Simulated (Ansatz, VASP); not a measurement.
# GaP: VASP beside Ansatz

Contents of POSCAR:

```
GaP
1.0
    0.0000000000      2.8615125000      2.8615125000
    2.8615125000      0.0000000000      2.8615125000
    2.8615125000      2.8615125000      0.0000000000
Ga P
1 1
Direct
    0.0000000000      0.0000000000      0.0000000000
    0.7500000000      0.7500000000      0.7500000000
```

Contents of INCAR.step1:

```
PREC = Accurate
ENCUT = 520
ISMEAR = 0
SIGMA = 0.05
LREAL = F
LASPH = T
NELM = 80
NBANDS = 16
GGA = PE
ALGO = Normal
EDIFF = 1E-4
LWAVE = T
LCHARG = F
```

Contents of INCAR.step2:

```
PREC = Accurate
ENCUT = 520
EDIFF = 1E-6
ISMEAR = 0
SIGMA = 0.05
LREAL = F
LASPH = T
NELM = 80
ALGO = Normal
ISIF = 2
LWAVE = F
LCHARG = F
METAGGA = R2SCAN
LMIXTAU = T
NBANDS = 16
ISTART = 1
```

KPOINTS

```
regular mesh
0
Gamma
  8 8 8
```

Input for Ansatz:

```yaml
crystal:
  lattice:
    - [0.0, 2.8615125, 2.8615125]
    - [2.8615125, 0.0, 2.8615125]
    - [2.8615125, 2.8615125, 0.0]
  atoms:
    - { symbol: Ga, position: [0.0, 0.0, 0.0] }
    - { symbol: P, position: [0.75, 0.75, 0.75] }
basis:
  ecutwfc: 500
kpoints:
  mp_grid: { grid: [8, 8, 8] }
hamiltonian:
  xc: r2scan
scf:
  occupations: { method: gaussian, width: 0.05 }
output:
  forces: true
  stress: true
  eigenvalues: true
```

Change from the starting cell: strain +0.050 along x and y, +0.050 along z, atoms carried along.

Alike in both runs: task single point; functional r2SCAN; k mesh 8 × 8 × 8; occupations gaussian, width 0.05 eV; no spin polarisation.

|  | VASP | Ansatz |
| --- | --- | --- |
| version | VASP 6.6.1 | Ansatz 0.2.0 |
| potentials or method | VASP PAW PBE potentials, release 64 (Ga_d, P), cutoff 520 eV | scalar-relativistic, plane waves, PAW |
| valence electrons in the cell | 18 | 18 |

|  | VASP | Ansatz | Ansatz less VASP |
| --- | --- | --- | --- |
| gap on the k mesh at the Fermi level (eV) | 1.10 | 1.12 | +0.015 |
| least direct gap on the mesh (eV) | 1.10 | 1.12 | +0.015 |
| pressure (GPa) | -9.2 | -9.2 | 0.00 |

VASP's potentials were made for PBE, not for r2SCAN.
